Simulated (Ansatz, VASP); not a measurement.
## BN: VASP beside Ansatz

```
B N
1.0
     2.50712    0.00000    0.00000
    -1.25356    2.17123    0.00000
     0.00000    0.00000   45.84237
B N
4 4
Cartesian
  1.2536 0.7237 17.9307
  0.0000 1.4475 21.2637
  1.2536 0.7237 24.5787
  0.0000 1.4475 27.9117
  0.0000 1.4475 17.9290
  1.2536 0.7237 21.2636
  0.0000 1.4475 24.5788
  1.2536 0.7237 27.9134
```

Alike in both runs: task single point; functional PBE; dispersion D3(BJ); k mesh 9 × 9 × 1; occupations gaussian, width 0.02 eV; no spin polarisation.

```csv
,VASP,Ansatz
version,VASP 6.6.1,Ansatz 0.2.0
potentials or method,"VASP PAW PBE potentials, release 64 (B, N), cutoff 520 eV","scalar-relativistic, plane waves, PAW"
valence electrons in the cell,32,32
```

```tsv
	VASP	Ansatz	Ansatz less VASP
gap on the k mesh at the Fermi level (eV)	4.42	4.43	+0.006
least direct gap on the mesh (eV)	4.67	4.67	+0.003
```
